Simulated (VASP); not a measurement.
A run of VASP 6.6.1 is set up as follows.

Contents of INCAR:

```
ALGO = Normal
EDIFF = 1E-7
ENCUT = 520
GGA = PE
ISIF = 2
ISMEAR = 0
LASPH = T
LCHARG = F
LREAL = F
LWAVE = F
NBANDS = 10
NELM = 60
PREC = Accurate
SIGMA = 0.15
```

KPOINTS

```
k-points
0
Gamma
  20 20 20
```

POSCAR

```
Re
1.0
    0.0000000000      1.9453750000      1.9750000000
    1.9750000000      0.0000000000      1.9750000000
    1.9750000000      1.9453750000      0.0000000000
Re
1
Direct
    0.0000000000      0.0000000000      0.0000000000
```

Potentials or basis: VASP PAW PBE potentials, release 64 (Re).

Command:

```console
$ cat potpaw_PBE.64/Re/POTCAR > POTCAR
$ mpirun -np 1 vasp_std > vasp.out
```

Question: What does it give for the band gap on the k mesh?

Answer: Zero (an odd number of electrons rules out a gap without spin polarisation).

Question: What does it give for the pressure?

Answer: -4.7 GPa.

Stress tensor (GPa, compression positive):
```
-6.09  0.00  0.00
 0.00 -1.99  0.00
 0.00  0.00 -6.09
```

Caveat: the cell differs from its parent crystal (strain -0.0150 x Voigt [0, 1, 0, 0, 0, 0]); the cell stands under tension; spin-orbit coupling is left out, which moves the levels of the heavy elements.
